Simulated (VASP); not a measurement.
Wanted: the native input for a VASP 6.6.1 run.

```
Task                   : single point
Functional             : PBE
Potentials or basis    : VASP PAW PBE potentials, release 64 (Cd)
Cutoff                 : 520 eV
k mesh                 : 9 × 9 × 4
Occupations            : fermi-dirac, width 0.05 eV
Spin                   : no spin polarisation
Dipole correction      : no
Further INCAR settings : ALGO = Normal; EDIFF = 1e-07; NBANDS = 19
```

The structure of Cd lies in POSCAR:

```
Cd
1.0
    2.9788700000      0.0000000000      0.0000000000
   -1.4894350000      2.5797770946      0.0000000000
    0.0000000000      0.0000000000      5.6738265000
Cd
2
Direct
    0.6666666667      0.3333333333      0.7500000000
    0.3333333333      0.6666666667      0.2500000000
```

These files were run (other wordings do the same):

INCAR

```
SYSTEM = Cd
  PREC = Accurate
  ENCUT = 520
  EDIFF = 1E-7
  ISMEAR = -1
  SIGMA = 0.05
  LREAL = .False.
  LASPH = .True.
  NELM = 60
  ALGO = Normal
  ISIF = 2
  LWAVE = .False.
  LCHARG = .True.
  GGA = PE
  LELF = .True.
  LVHAR = .True.
  NBANDS = 19
```

KPOINTS

```
regular mesh
0
Gamma
  9 9 4
  0 0 0
```

Potentials or basis: VASP PAW PBE potentials, release 64 (Cd).

The run is started by

```bash
$ cat potpaw_PBE.64/Cd/POTCAR > POTCAR
$ mpirun -np 1 vasp_std > vasp.out
```

Results of the run:

- Pressure: 3.2 GPa
- Band gap on the k mesh: zero (bands 12 and 13 overlap by 4.12 eV)

Caveat: the cell stands under pressure.

Wall time 37 s on 1 thread of Intel Xeon 8259CL, with other jobs on the host, peak memory 0.17 GiB.
